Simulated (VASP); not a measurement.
A run of VASP 6.6.1 is set up as follows.

File INCAR:

```
SYSTEM = Li6ZnCl8
PREC = Accurate
ENCUT = 520
EDIFF = 1E-6
ISMEAR = -1
SIGMA = 0.05
LREAL = Auto
LASPH = .TRUE.
NELM = 60
ALGO = Normal
ISIF = 2
LWAVE = .FALSE.
LCHARG = .FALSE.
GGA = PE
ISYM = 0
NBANDS = 56
```

KPOINTS

```
regular mesh
0
G
  1 1 1
  0 0 0
```

Contents of POSCAR:

```
Li6ZnCl8
1.0
    6.7842910000     -0.0457590000      0.3057740000
   -0.0457590000      6.9340140000      0.0689130000
    0.3057740000      0.0689130000      6.9022230000
Zn Cl Li
1 8 6
Direct
    0.0022862763      0.5684003970      0.9820542946
    0.0884627073      0.1268075426      0.4477484596
    0.8091186119      0.4453291777      0.7560214435
    1.0013204981      0.8974142530      0.9325879094
    0.2934733556      0.6067172411      0.5065837156
    0.5418280281      0.9825984752      0.6955715960
    0.6030965868      0.1161646213      0.2340775561
    0.7889917153      0.5907622855      0.2680845933
    0.2797848261      0.4007097725     -0.0154905221
    0.7926562008      0.9275177429      0.4161209095
    0.2544624648      0.1181257418      0.8131034878
    0.0295160878      0.4421540823      0.4609149231
    0.7177391568      0.1540285139      0.8968286681
    0.4261251954      0.4036054354      0.2913140206
    0.3497038882      0.9203416928      0.4294968644
```

Potentials or basis: VASP PAW PBE potentials, release 64 (Zn, Cl, Li_sv).

Launch:

```sh
$ cat potpaw_PBE.64/Zn/POTCAR potpaw_PBE.64/Cl/POTCAR potpaw_PBE.64/Li_sv/POTCAR > POTCAR
$ mpirun -np 1 vasp_gam > vasp.out
```

Problem. Predict the largest force.

Solution. 0.807 eV/Å.

Forces in eV/Å, atoms in the order of the input:
```
Zn  -0.543  0.445 -0.113
Cl  -0.001 -0.294  0.136
Cl   0.074 -0.140  0.118
Cl   0.252  0.219 -0.056
Cl   0.263  0.232  0.051
Cl  -0.028 -0.315  0.043
Cl  -0.258  0.160 -0.548
Cl   0.251  0.187  0.022
Cl   0.173 -0.008  0.324
Li   0.175  0.023  0.062
Li  -0.248 -0.191 -0.120
Li  -0.794  0.044  0.136
Li   0.125 -0.323  0.284
Li   0.428 -0.244 -0.221
Li   0.130  0.204 -0.117
```

Caveat: the k points lie up to 0.93 Å⁻¹ apart; the atoms stand as in a frame of molecular dynamics.
